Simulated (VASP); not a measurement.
Here is a VASP 6.6.1 calculation.

Contents of INCAR:

```
SYSTEM = RbTaAs2
PREC = Accurate ; ENCUT = 520
EDIFF = 1E-6 ; ISMEAR = 0
SIGMA = 0.1 ; LREAL = .False.
LASPH = .True. ; NELM = 60
ALGO = Normal ; ISIF = 2
LWAVE = .False. ; LCHARG = .False.
GGA = PE ; NBANDS = 23
```

The input KPOINTS:

```
Automatic mesh
0
Gamma
  6 6 4
  0 0 0
```

The input POSCAR:

```
RbTaAs2
1.0
    5.2648824740      0.0000000032      0.0000000000
   -2.6324412397      4.5595219688      0.0000000000
    0.0000000000      0.0000000000      5.9500874607
Rb Ta As
1 1 2
Direct
    0.0000000000      0.0000000000      0.0000000000
    0.0000000000      0.0000000000      0.5000000000
    0.3333333333      0.6666666667      0.0000000000
    0.6666666667      0.3333333333      0.0000000000
```

Potentials or basis: VASP PAW PBE potentials, release 64 (Rb_sv, Ta_pv, As).

Command:

```console
$ cat potpaw_PBE.64/Rb_sv/POTCAR potpaw_PBE.64/Ta_pv/POTCAR potpaw_PBE.64/As/POTCAR > POTCAR
$ mpirun -np 1 vasp_std > vasp.out
```

**Question.** Estimate the pressure.

**Answer.** 0.0 GPa.

**Question.** Estimate the band gap on the k mesh.

**Answer.** Zero (bands 15 and 16 overlap by 0.36 eV).

Caveat: spin-orbit coupling is left out, which moves the levels of the heavy elements.
